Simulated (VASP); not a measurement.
The system is V.

```
V
1.0
     4.27512    0.00000    0.00000
    -2.13756    3.70236    0.00000
     0.00000    0.00000    2.62065
V
3
Direct
  0.00000 0.00000 0.00000
  0.33333 0.66667 0.50000
  0.66667 0.33333 0.50000
```

* Program: VASP 6.6.1
* Task: relaxation of cell and atoms
* Functional: revPBE
* Potentials or basis: VASP PAW PBE potentials, release 64 (V_sv)
* Cutoff: 600 eV
* k mesh: 9 × 9 × 12
* Occupations: fermi-dirac, width 0.1 eV
* Spin: no spin polarisation

At the start: pressure 2.6 GPa; volume 13.83 Å³/atom.

Problem. Where does the relaxation end?

Solution. Over 5 steps the energy falls by 108.0 meV/atom and the volume is 13.95 Å³/atom (+0.9 %); space group P6/mmm (No. 191, to 0.05 Å).

Step by step:
```
step  energy change (eV)  largest force (eV/Å)  pressure (GPa)  volume (Å³)
   1              0.0000                0.0000            2.63        41.48
   2             -0.3068                0.0000           -3.32        42.69
   3             -0.3111                0.0000           -3.67        42.79
   4             -0.3099                0.0000            4.17        40.87
   5             -0.3240                0.0000           -0.02        41.84
```

Final structure:
```xyz
3
Lattice="4.4771 0.0000 0.0000 -2.2386 3.8773 0.0000 0.0000 0.0000 2.4101" Properties=species:S:1:pos:R:3 pbc="T T T"
V     0.0000    0.0000    0.0000
V     0.0000    2.5849    1.2050
V     2.2386    1.2924    1.2050
```

Caveat: the PAW data sets were made with another functional, which shifts forces and pressure a little.
